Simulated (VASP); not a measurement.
Write the native input for VASP 6.6.1 that does the following.

| Quantity | Value |
| --- | --- |
| Task | single point |
| Functional | PBE |
| Potentials or basis | VASP PAW PBE potentials, release 64 (K_sv, Cl) |
| Cutoff | 520 eV |
| k mesh | 8 × 8 × 8 |
| Occupations | gaussian, width 0.05 eV |
| Spin | no spin polarisation |
| Dipole correction | no |
| Further INCAR settings | ALGO = Normal; EDIFF = 1e-06; NBANDS = 15 |

The structure of KCl lies in POSCAR:

```
KCl
1.0
    0.0000000000      3.1993396197      3.0713660349
    3.1993396197      0.0000000000      3.0713660349
    3.1993396197      3.1993396197      0.0000000000
K Cl
1 1
Direct
    0.0000000000      0.0000000000      0.0000000000
    0.5000000000      0.5000000000      0.5000000000
```

This cell differs from its parent crystal: ratio of the length along z to the lengths across it x 0.96, volume and fractional coordinates fixed.

One way to write it, as run:

INCAR

```
SYSTEM = KCl
PREC = Accurate
ENCUT = 520
EDIFF = 1E-6
ISMEAR = 0
SIGMA = 0.05
LREAL = .FALSE.
LASPH = .TRUE.
NELM = 60
ALGO = Normal
ISIF = 2
LWAVE = .FALSE.
LCHARG = .TRUE.
GGA = PE
LELF = .TRUE.
LVHAR = .TRUE.
NBANDS = 15
```

KPOINTS

```
regular mesh
0
G
  8 8 8
  0 0 0
```

Potentials or basis: VASP PAW PBE potentials, release 64 (K_sv, Cl).

Command:

```console
$ cat potpaw_PBE.64/K_sv/POTCAR potpaw_PBE.64/Cl/POTCAR > POTCAR
$ mpirun -np 1 vasp_std > vasp.out
```

Results of the run:

```json
{
 "Pressure": "0.7 GPa",
 "Band gap on the k mesh": "5.13 eV"
}
```

Run time: 70 s on 1 thread of Intel Xeon 8259CL, on a shared host, peak memory 0.23 GiB.
